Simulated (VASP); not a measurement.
# HfC (P6_3mc) in VASP: notebook

The runs below take HfC through single point, relaxation of cell and atoms, with PBE.

Program: VASP 6.6.1. These are calculated values, not measurements. Logs are shortened: lines on timing, memory, paths and dates and some standing lists are left out, and cuts for length are marked.

## Step 1: The cell of the first run

Symmetry: P6_3mc, No. 186, hexagonal system. The conventional cell has a = 3.744 Å, b = 3.744 Å, c = 6.144 Å, α = 90.00°, β = 90.00°, γ = 120.00°. Within 3.0 Å of Hf (site symmetry 3m) lie 4 C at 2.29 to 2.31 Å. Within 3.0 Å of C (site symmetry 3m) lie 4 Hf at 2.29 to 2.31 Å.

## Step 2: Single point, PBE

The input, INCAR:

```
  PREC = Accurate
  ENCUT = 520
  EDIFF = 1E-6
  ISMEAR = 0
  SIGMA = 0.1
  LREAL = False
  LASPH = True
  NELM = 80
  ALGO = Normal
  ISIF = 2
  LWAVE = False
  LCHARG = False
  GGA = PE
  NBANDS = 22
```

The input, KPOINTS:

```
Automatic mesh
0
Gamma
  6 6 4
```

The input, POSCAR:

```
HfC
1.0
    3.7435624979      0.0000000000      0.0000000000
   -1.8717812490      3.2420202239      0.0000000000
    0.0000000000      0.0000000000      6.1436999882
Hf C
2 2
Direct
    0.3333333333      0.6666666667      0.4995817072
    0.6666666667      0.3333333333      0.9995817072
    0.3333333333      0.6666666667      0.8754182928
    0.6666666667      0.3333333333      0.3754182928
```

Potentials or basis: VASP PAW PBE potentials, release 64 (Hf_pv, C).

Started as:

```bash
> cat potpaw_PBE.64/Hf_pv/POTCAR potpaw_PBE.64/C/POTCAR > POTCAR
> mpirun -np 1 vasp_std > vasp.out
```

OUTCAR:

```text
PREC = Accurate
   ENCUT = 520
   EDIFF = 1E-6
   ISMEAR = 0
   LREAL = False
   LASPH = True
   NELM = 80
   ISIF = 2
   GGA = PE

 ion  position               nearest neighbor table
   1  0.333  0.667  0.500-   4 2.29   4 2.29   4 2.29   3 2.31   2 3.76   2 3.76   2 3.76   2 3.76
                             2 3.76   2 3.76
   2  0.667  0.333  1.000-   3 2.29   3 2.29   3 2.29   4 2.31   1 3.76   1 3.76   1 3.76   1 3.76
                             1 3.76   1 3.76
   3  0.333  0.667  0.875-   2 2.29   2 2.29   2 2.29   1 2.31
   4  0.667  0.333  0.375-   1 2.29   1 2.29   1 2.29   2 2.31

  LATTYP: Found a hexagonal cell.
 ALAT       =     3.7435624979
 C/A-ratio  =     1.6411372834

  Lattice vectors:

 A1 = (   3.7435624979,   0.0000000000,   0.0000000000)
 A2 = (  -1.8717812490,   3.2420202239,   0.0000000000)
 A3 = (   0.0000000000,   0.0000000000,   6.1436999882)

Analysis of symmetry for initial positions (statically):
=====================================================================
 Subroutine PRICEL returns:
 Original cell was already a primitive cell.

 Routine SETGRP: Setting up the symmetry group for a
 hexagonal supercell.

 Subroutine GETGRP returns: Found 12 space group operations
 (whereof  6 operations were pure point group operations)
 out of a pool of 24 trial point group operations.

The static configuration has the point symmetry C_3v.
 The point group associated with its full space group is C_6v.

Analysis of symmetry for dynamics (positions and initial velocities):
=====================================================================
 Subroutine PRICEL returns:
 Original cell was already a primitive cell.

 Routine SETGRP: Setting up the symmetry group for a
 hexagonal supercell.

 Subroutine GETGRP returns: Found 12 space group operations
 (whereof  6 operations were pure point group operations)
 out of a pool of 24 trial point group operations.

The dynamic configuration has the point symmetry C_3v.
 The point group associated with its full space group is C_6v.

 Subroutine INISYM returns: Found 12 space group operations
 (whereof  6 operations are pure point group operations),
 and found     1 'primitive' translations

----------------------------------------------------------------------------------------

                                     Primitive cell
[... 89 lines left out ...]
   ENCUT  =  520.0 eV  38.22 Ry    6.18 a.u.   6.96  6.96 11.42*2*pi/ulx,y,z
   NELM   =     80;   NELMIN=  2; NELMDL= -5     # of ELM steps
   EDIFF  = 0.1E-05   stopping-criterion for ELM
   LREAL  =      F    real-space projection
   EDIFFG = 0.1E-04   stopping-criterion for IOM
   NSW    =      0    number of steps for IOM
   IBRION =     -1    ionic relax: 0-MD 1-quasi-New 2-CG
   NFREE  =      0    steps in history (QN), initial steepest desc. (CG)
   ISIF   =      2    stress and relaxation
   ISYM   =      2    0-nonsym 1-usesym 2-fastsym
   POTIM  = 0.5000    time-step for ionic-motion
   TEBEG  =    0.0;   TEEND  =   0.0 temperature during run
   PSTRESS=    0.0 pullay stress
   NELECT =      28.0000    total number of electrons
   NUPDOWN=      -1.0000    fix difference up-down
   EMIN   =  10.00;   EMAX   =-10.00  energy-range for DOS
   EFERMI =   0.00;   METHOD = LEGACY
   ISMEAR =     0;   SIGMA  =   0.10  broadening in eV -4-tet -1-fermi 0-gaus
   EFERMI_NEDOS =   21; number of points for ismear=-14 and -15
   IALGO  =     38    algorithm
   IMIX   =      4    mixing-type and parameters
     AMIX     =   0.40;   BMIX     =  1.00
     AMIX_MAG =   1.60;   BMIX_MAG =  1.00
  volume/ion in A,a.u.               =      18.64       125.80
  Fermi-wavevector in a.u.,A,eV,Ry     =   1.181092  2.231941 18.979848  1.394979
  Thomas-Fermi vector in A             =   2.317372
   LORBIT       =      0    0 simple, 1 ext, 2 COOP (PROOUT), +10 PAW based schemes
   GGA     = PE    functional components
   LHFCALC =     F    Hartree Fock is set to
   AEXX    =    0.0000 exact exchange contribution
   IVDW    =     0    specifies the selected vdW correction
   LEPSILON=     F    determine dielectric tensor
   LRPA    =     F    only Hartree local field effects (RPA)
 non-spin polarized calculation
 Gauss-broadening in eV      SIGMA  =   0.10
  energy-cutoff  :      520.00
  volume of cell :       74.56
 maximum number of plane-waves:      2020
 NGX is ok and might be reduce to    28
   NGX = 13   NGY = 13   NGZ = 23

 number of electron      27.9999999 magnetization

 Free energy of the ion-electron system (eV)
  ---------------------------------------------------
  ext. energy  EPLUGINS =         0.00000000
  ---------------------------------------------------
  free energy    TOTEN  =       -39.21067029 eV

  energy without entropy =      -39.21067029  energy(sigma->0) =      -39.21067029

 E-fermi :   3.0651     XC(G=0): -10.1433

 val. band max:        2.5334729213   @ k =   0.5000   0.0000   0.0000
 cond. band min:       3.5757385622   @ k =   0.3333   0.0000   0.0000
 fundamental gap:      1.0422656409
 Fermi energy:         3.0651096232

 k-point     1 :       0.0000    0.0000    0.0000
  band No.  band energies     occupation
      1     -27.6943      2.00000
      2     -27.5514      2.00000
      3     -27.5514      2.00000
      4     -27.5310      2.00000
      5     -27.5272      2.00000
      6     -27.5272      2.00000
[... 514 lines left out ...]
     21       7.5393      0.00000
     22       7.5393      0.00000

------------------------ aborting loop because EDIFF is reached ----------------------------------------

  FORCE on cell =-STRESS in cart. coord.  units (eV):
  Direction    XX          YY          ZZ          XY          YZ          ZX
  --------------------------------------------------------------------------------------
  -------------------------------------------------------------------------------------
  Total       -7.9850892     -7.9850892    -11.0223475      0.0000000     -0.0000000      0.0000000
  in kB     -171.5771887   -171.5771887   -236.8393574      0.0000000     -0.0000000      0.0000000
  external PRESSURE =    -193.3312450 kB  Pullay stress =       0.0000000 kB

 VOLUME and BASIS-vectors are now :
 -----------------------------------------------------------------------------
  energy-cutoff  :      520.00
  volume of cell :       74.56
      direct lattice vectors                 reciprocal lattice vectors
     3.743562498  0.000000000  0.000000000     0.267125232  0.154224824  0.000000000
    -1.871781249  3.242020224  0.000000000     0.000000000  0.308449649  0.000000000
     0.000000000  0.000000000  6.143699988     0.000000000  0.000000000  0.162768365

 POSITION                                       TOTAL-FORCE (eV/Angst)
 -----------------------------------------------------------------------------------
     -0.00000      2.16135      3.06928         0.000000     -0.000000     -0.305012
      1.87178      1.08067      6.14113        -0.000000      0.000000     -0.305012
     -0.00000      2.16135      5.37831        -0.000000      0.000000      0.305012
      1.87178      1.08067      2.30646         0.000000     -0.000000      0.305012
 -----------------------------------------------------------------------------------
    total drift:                               -0.000000     -0.000000      0.000217

  FREE ENERGIE OF THE ION-ELECTRON SYSTEM (eV)
  ---------------------------------------------------
  free  energy   TOTEN  =       -39.2106702935 eV

  energy  without entropy=      -39.2106702935  energy(sigma->0) =      -39.21067029
```

stdout:

```text
POSCAR found type information on POSCAR HfC
 POSCAR found :  2 types and       4 ions
 scaLAPACK will be used
 LDA part: xc-table for (Slater+PW92), standard interpolation
 POSCAR, INCAR and KPOINTS ok, starting setup
 FFT: planning ... GRIDC
 FFT: planning ... GRID_SOFT
 FFT: planning ... GRID
 WAVECAR not read
 entering main loop
```

Run time: 46 s. Hardware: 1 thread of Intel Xeon 8259CL, shared host; peak memory 0.19 GiB.

What came out:

```yaml
Free_energy: -39.2107 eV
Pressure: -19.3 GPa
Largest_force: 0.305 eV/Å
Band_gap_on_the_k_mesh: 1.04 eV (least direct gap 1.34 eV)
```

Forces in eV/Å, atoms in the order of the input:
```
Hf   0.000  0.000 -0.305
Hf   0.000  0.000 -0.305
C    0.000  0.000  0.305
C    0.000  0.000  0.305
```

Caveat: the cell stands under tension; spin-orbit coupling is left out, which moves the levels of the heavy elements. A k mesh can miss the band edges.

## Step 3: Relaxation of cell and atoms, PBE

The input, INCAR:

```
PREC     = Accurate       # precision mode
ENCUT    = 600            # plane-wave cutoff, eV
EDIFF    = 1E-6           # SCF threshold, eV
ISMEAR   = 0              # smearing method
SIGMA    = 0.1            # smearing width, eV
LREAL    = False          # projectors in reciprocal space
LASPH    = True           # aspherical terms in the spheres
NELM     = 100            # most SCF steps
ALGO     = Normal         # electronic algorithm
ISIF     = 3              # what is computed and relaxed
LWAVE    = False          # write WAVECAR
LCHARG   = False          # write CHGCAR
GGA      = PE             # functional
IBRION   = 2              # ionic algorithm
NSW      = 80             # ionic steps
EDIFFG   = -0.05          # ionic threshold
```

KPOINTS is that of step 2.

POSCAR is that of step 2.

Potentials or basis: VASP PAW PBE potentials, release 64 (Hf_pv, C).

Started as:

```bash
> cat potpaw_PBE.64/Hf_pv/POTCAR potpaw_PBE.64/C/POTCAR > POTCAR
> mpirun -np 1 vasp_std > vasp.out
```

Run time: 12 min. Hardware: 1 thread of Intel Xeon 8259CL, shared host; peak memory 0.23 GiB.

It converged, with:

* Free energy: -41.0150 eV
* Relaxed volume: 14.86 Å³/atom
* Relaxed cell: a = 3.843 Å, b = 3.843 Å, c = 4.649 Å, α = 90.00°, β = 90.00°, γ = 120.00°
* Space group after relaxing (to 0.1 Å): P6_3mc (No. 186)
* Energy gained by relaxing: 450.8 meV/atom
* Ionic steps: 25
* Pressure after relaxing: 0.1 GPa
* Largest force after relaxing: 0.034 eV/Å
* Band gap on the k mesh: zero (bands 14 and 15 overlap by 1.02 eV)

Forces in eV/Å, atoms in the order of the input:
```
Hf   0.000  0.000  0.034
Hf   0.000  0.000  0.034
C    0.000  0.000 -0.034
C    0.000  0.000 -0.034
```

The path:
| step | energy change (eV) | largest force (eV/Å) | pressure (GPa) | volume (Å³) |
| --- | --- | --- | --- | --- |
| 1 | 0.0000 | 0.3050 | -19.39 | 74.56 |
| 2 | 0.3041 | 0.9968 | 41.89 | 52.75 |
| 3 | -0.8274 | 0.4401 | -0.28 | 63.38 |
| 4 | -0.8287 | 0.4486 | 0.55 | 63.05 |
| 5 | -0.8285 | 0.4544 | 1.13 | 62.84 |
| 6 | -0.9165 | 0.4927 | 0.91 | 62.76 |
| 7 | -1.1545 | 1.0869 | -0.22 | 62.25 |
| 8 | -1.2936 | 2.5316 | 5.10 | 59.99 |
| 9 | -1.3312 | 2.1845 | 0.51 | 61.25 |
| 10 | -1.3618 | 2.4493 | 1.91 | 60.72 |
| 11 | -1.3494 | 2.5281 | 2.87 | 60.47 |
| 12 | -1.3612 | 2.4744 | 2.75 | 60.48 |
| 13 | -1.3902 | 2.3099 | 2.51 | 60.50 |
| 14 | -1.4186 | 1.9952 | 2.29 | 60.52 |
| 15 | -1.4497 | 1.8947 | 1.86 | 60.55 |
| 16 | -1.5327 | 1.6085 | 0.65 | 60.65 |
| 17 | -1.6560 | 1.1060 | -1.43 | 60.83 |
| 18 | -1.7589 | 0.3645 | -4.34 | 61.16 |
| 19 | -1.7603 | 0.3020 | -4.56 | 61.19 |
| 20 | -1.7715 | 0.2873 | -3.61 | 60.83 |
| 21 | -1.7908 | 0.2398 | -0.60 | 59.76 |
| 22 | -1.7923 | 0.2199 | 0.65 | 59.34 |
| 23 | -1.7947 | 0.1925 | 0.59 | 59.36 |
| 24 | -1.8001 | 0.1109 | 0.41 | 59.39 |
| 25 | -1.8031 | 0.0339 | 0.13 | 59.45 |

Final structure:
```
CELL_PARAMETERS angstrom
3.84270 0.00000 0.00000
-1.92135 3.32787 0.00000
0.00000 0.00000 4.64875
ATOMIC_POSITIONS crystal
Hf 0.33333 0.66667 0.44461
Hf 0.66667 0.33333 0.94461
C 0.33333 0.66667 0.93039
C 0.66667 0.33333 0.43039
```

Levels at points of the mesh, in eV from the Fermi level:
```
           k point  band 12  band 13  band 14  band 15  band 16  band 17
(0.00, 0.00, 0.00)    -2.58    -1.94     1.10     1.32     1.32     2.52
(0.50, 0.00, 0.00)    -1.66    -1.32    -0.43     0.44     1.79     3.00
(0.00, 0.00, 0.50)    -3.09    -3.09    -3.09     4.20     4.20     4.40
(0.50, 0.00, 0.50)    -2.33    -1.59    -1.59     2.38     2.38     3.69
```

Caveat: the volume moved by over 15 % at a fixed basis, so the end points are rough; spin-orbit coupling is left out, which moves the levels of the heavy elements; the relaxation stopped at a loose force limit of 0.05 eV/Å, so its end isn't a converged minimum.
